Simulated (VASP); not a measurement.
A run of VASP 6.6.1 is set up as follows.

The input INCAR:

```
SYSTEM = WC4
ALGO = Normal
EDIFF = 1E-6
ENCUT = 600
GGA = PE
GGA_COMPAT = .False.
ISIF = 2
ISMEAR = 0
LASPH = .True.
LCHARG = .False.
LREAL = .False.
LWAVE = .False.
NBANDS = 23
NELM = 120
PREC = Accurate
SIGMA = 0.2
```

The input KPOINTS:

```
k-points
0
Gamma
  4 4 4
  0 0 0
```

POSCAR

```
WC4
1.0
    4.3047515909     -0.0000000026      0.0000000000
   -2.1523757932      3.7280242361      0.0000000000
    0.0000000000      0.0000000000      4.0482968737
W C
1 4
Direct
    0.3333333300      0.6666666700      0.5000000000
    0.7773598334      0.2226401666      0.5000000000
    0.7773598334      0.5547196768      0.5000000000
    0.4452803232      0.2226401666      0.5000000000
    0.3333333300      0.6666666700      0.0000000000
```

Potentials or basis: VASP PAW PBE potentials, release 64 (W_sv, C).

Launch:

```sh
$ cat potpaw_PBE.64/W_sv/POTCAR potpaw_PBE.64/C/POTCAR > POTCAR
$ mpirun -np 1 vasp_std > vasp.out
```

Problem. What does it give for the pressure?

Solution. 0.5 GPa.

Problem. Estimate the band gap on the k mesh.

Solution. Zero (band 15 reaches 4.60 eV, above the bottom of band 16 at 4.17 eV).

Problem. What does it give for the largest force?

Solution. 0.146 eV/Å.

Forces in eV/Å, atoms in the order of the input:
```
W    0.000  0.000  0.000
C    0.126 -0.073  0.000
C    0.000  0.146  0.000
C   -0.126 -0.073  0.000
C    0.000  0.000  0.000
```

Caveat: the k points lie up to 0.42 Å⁻¹ apart; spin-orbit coupling is left out, which moves the levels of the heavy elements.
